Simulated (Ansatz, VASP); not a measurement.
# Ta3Cu: VASP beside Ansatz

```
Ta Cu
1.0
    -1.97939    1.97939    4.15130
     1.97939   -1.97939    4.15130
     1.97939    1.97939   -4.15130
Ta Cu
3 1
Direct
  0.50000 0.50000 0.00000
  0.25000 0.75000 0.50000
  0.75000 0.25000 0.50000
  0.00000 0.00000 0.00000
```

Alike in both runs: task single point; functional LDA; k mesh 9 × 9 × 9; occupations fermi-dirac, width 0.05 eV; no spin polarisation.

|  | VASP | Ansatz |
| --- | --- | --- |
| version | VASP 6.6.1 | Ansatz 0.2.0 |
| potentials or method | VASP PAW LDA potentials, release 64 (Ta_pv, Cu) | Ansatz PAW |
| plane-wave cutoff (eV) | 520 | 420 |
| valence electrons in the cell | 44 | 58 |

Ansatz gave:

* gap on the k mesh at the Fermi level (eV): none
* pressure (GPa): -4.1
* traceless stress, the component that is largest in VASP (GPa): -0.61

Task: Estimate VASP's values.

Result: gap on the k mesh at the Fermi level (eV): none; pressure (GPa): -3.5; traceless stress, the component that is largest in VASP (GPa): -0.78.

LDA's correlation is that of Perdew and Zunger in VASP and of Perdew and Wang (1992) in Ansatz. A gap of «none» marks a metal or a gap that the smearing closes. VASP's potentials hold 44 valence electrons a cell and Ansatz's 58, so a difference there can come from the potentials and not from the codes.

Spin-orbit coupling is off throughout.
